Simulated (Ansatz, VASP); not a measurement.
## Two plane-wave programs on Nb2SiO3

```
CELL_PARAMETERS angstrom
4.97995 0.00000 0.00000
0.00000 3.89669 0.00000
0.00000 0.00000 6.06122
ATOMIC_POSITIONS crystal
Nb 0.00000 0.50000 0.00000
Nb 0.00000 0.50000 0.50000
Si 0.50000 0.50000 0.00000
O 0.00000 0.00000 0.62684
O 0.00000 0.00000 0.37316
O 0.00000 0.00000 0.00000
```

Alike in both runs: functional PBE; k mesh 3 × 3 × 3; occupations gaussian, width 0.15 eV; no spin polarisation.

Ansatz relaxed the structure, and its values are those at the end. VASP's run is a single point on that final structure, the one shown.

|  | VASP | Ansatz |
| --- | --- | --- |
| version | VASP 6.6.1 | Ansatz 0.2.0 |
| potentials or method | VASP PAW PBE potentials, release 64 (Nb_sv, Si, O), cutoff 600 eV | scalar-relativistic, plane waves, PAW |
| valence electrons in the cell | 48 | 48 |

```tsv
	VASP	Ansatz	Ansatz less VASP
gap on the k mesh at the Fermi level (eV)	none	none	-
pressure (GPa)	0.3	0.5	+0.15
rms of the force components (eV/Å)	0.064	0.005	-0.0583
```

A gap of «none» marks a metal or a gap that the smearing closes. With one functional, cell and mesh, what is left measures potentials, basis and numerics.

The k mesh is coarse, so the values compare programs but aren't converged.
